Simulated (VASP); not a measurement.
Sr: single point with PBE

Sr:

```
CELL_PARAMETERS angstrom
-2.42500 2.42500 2.42500
2.42500 -2.42500 2.42500
2.42500 2.42500 -2.42500
ATOMIC_POSITIONS crystal
Sr 0.00000 0.00000 0.00000
```

This isn't the form of Sr at room conditions, which is fcc.

```yaml
Program: VASP 6.6.1
Task: single point
Functional: PBE
Potentials_or_basis: VASP PAW PBE potentials, release 64 (Sr_sv)
Cutoff: 400 eV
k_mesh: 4 × 4 × 4
Occupations: gaussian, width 0.1 eV
Spin: no spin polarisation
Dipole_correction: no
k_mesh_for_the_DOS: 6 × 6 × 6
Occupations_for_the_DOS: tetrahedron
Further_INCAR_settings: ALGO = Normal; EDIFF = 1e-06; NBANDS = 11
```

| Item | Value |
| --- | --- |
| Valence electrons inside the program's atomic spheres | Sr 7.90 |

Levels at points of the mesh, in eV from the Fermi level:
| k point | band 3 | band 4 | band 5 | band 6 | band 7 | band 8 |
| --- | --- | --- | --- | --- | --- | --- |
| (0.00, 0.00, 0.00) | -18.57 | -18.57 | -3.58 | 2.34 | 2.34 | 2.34 |
| (0.50, 0.00, 0.00) | -18.63 | -18.57 | -0.98 | 0.18 | 1.22 | 3.42 |
| (0.50, 0.50, 0.50) | -18.69 | -18.69 | -0.09 | -0.09 | 3.48 | 3.48 |

It took 15 s on 1 thread of Intel Xeon 8259CL, with other jobs on the host, peak memory 0.15 GiB.

Caveat: the k points lie up to 0.46 Å⁻¹ apart.
